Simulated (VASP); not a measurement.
**Mg2Si: single point with r2SCAN**

Mg2Si:

```
Si Mg
1.0
     0.00000    3.13695    3.13695
     3.13695    0.00000    3.13695
     3.13695    3.13695    0.00000
Si Mg
1 2
Cartesian
  0.0000 0.0000 0.0000
  1.5685 1.5685 1.5685
  4.7054 4.7054 4.7054
```

```yaml
Program: VASP 6.6.1
Task: single point
Functional: r2SCAN
Potentials_or_basis: VASP PAW PBE potentials, release 64 (Si, Mg)
Cutoff: 660 eV
k_mesh: 6 × 6 × 6
Occupations: gaussian, width 0.01 eV
Spin: no spin polarisation
Dipole_correction: no
Further_INCAR_settings: ALGO = Normal; EDIFF = 1e-06; NBANDS = 11
```

The pressure is 1.6 GPa and the band gap on the k mesh is 0.41 eV (least direct gap 2.49 eV).

Levels at points of the mesh, in eV from the valence-band top:
```
           k point  band 2  band 3  band 4  band 5  band 6  band 7
(0.00, 0.00, 0.00)    0.00    0.00    0.00    2.69    2.89    2.89
(0.50, 0.00, 0.00)   -5.01   -0.75   -0.75    1.86    2.84    2.84
(0.50, 0.50, 0.00)   -4.64   -2.08   -2.08    0.41    0.80    8.87
```

Run time: 3.2 min on 1 thread of Intel Xeon 8259CL, with other jobs on the host, peak memory 0.26 GiB.

Caveat: the structure was generated, so it needn't be the stable form of Mg2Si; semilocal functionals underestimate gaps, and a narrow one can read as zero; the PAW data sets were made with another functional, which shifts forces and pressure a little. A k mesh can miss the band edges.
